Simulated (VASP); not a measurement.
Input of a VASP 6.6.1 run:

File INCAR:

```
SYSTEM = BaBeIO2
PREC     = Accurate       ! precision mode
ENCUT    = 520            ! plane-wave cutoff, eV
EDIFF    = 1E-6           ! SCF threshold, eV
ISMEAR   = -1             ! smearing method
SIGMA    = 0.05           ! smearing width, eV
LREAL    = .False.        ! projectors in reciprocal space
LASPH    = .True.         ! aspherical terms in the spheres
NELM     = 100            ! most SCF steps
ALGO     = Normal         ! electronic algorithm
ISIF     = 2              ! what is computed and relaxed
LWAVE    = .False.        ! write WAVECAR
LCHARG   = .False.        ! write CHGCAR
GGA      = PE             ! functional
NBANDS   = 42             ! bands
```

KPOINTS

```
Automatic mesh
0
Gamma
  3 3 3
  0 0 0
```

The input POSCAR:

```
BaBeIO2
1.0
    6.3507750000     -0.0396720000     -0.4846380000
    0.2572910000      6.3223940000     -0.0657180000
   -0.7422570000      0.0127840000      5.4355190000
O I Be Ba
4 2 2 2
Direct
    0.8507455568      0.1970765348      0.0618958559
    0.1290796947     -0.0073505114      0.2248653467
    0.9096955813      0.7171691838      0.8723637930
    0.1612456889      0.7094176311      0.1838364094
    0.1815190949      0.3610306987      0.0223640588
    0.1354646689      0.9346281242      0.6449397412
    0.8105496466      0.0441292297      0.7529527989
    0.8373145520      0.4587330026      0.2547058460
    0.4941832345      0.4439039374      0.6095624821
    0.5544813329      0.9087585922      0.1628999036
```

Potentials or basis: VASP PAW PBE potentials, release 64 (O, I, Be, Ba_sv).

The run is started by

```bash
$ cat potpaw_PBE.64/O/POTCAR potpaw_PBE.64/I/POTCAR potpaw_PBE.64/Be/POTCAR potpaw_PBE.64/Ba_sv/POTCAR > POTCAR
$ mpirun -np 1 vasp_std > vasp.out
```

(1) Estimate the pressure.

(2) Estimate the band gap on the k mesh.

(3) What does it give for the largest force?

Answers

(1) 0.1 GPa.

(2) zero (band 31 reaches 3.65 eV, above the bottom of band 32 at 3.64 eV).

(3) 3.802 eV/Å.

Caveat: the k points lie up to 0.39 Å⁻¹ apart; spin-orbit coupling is left out, which moves the levels of the heavy elements.
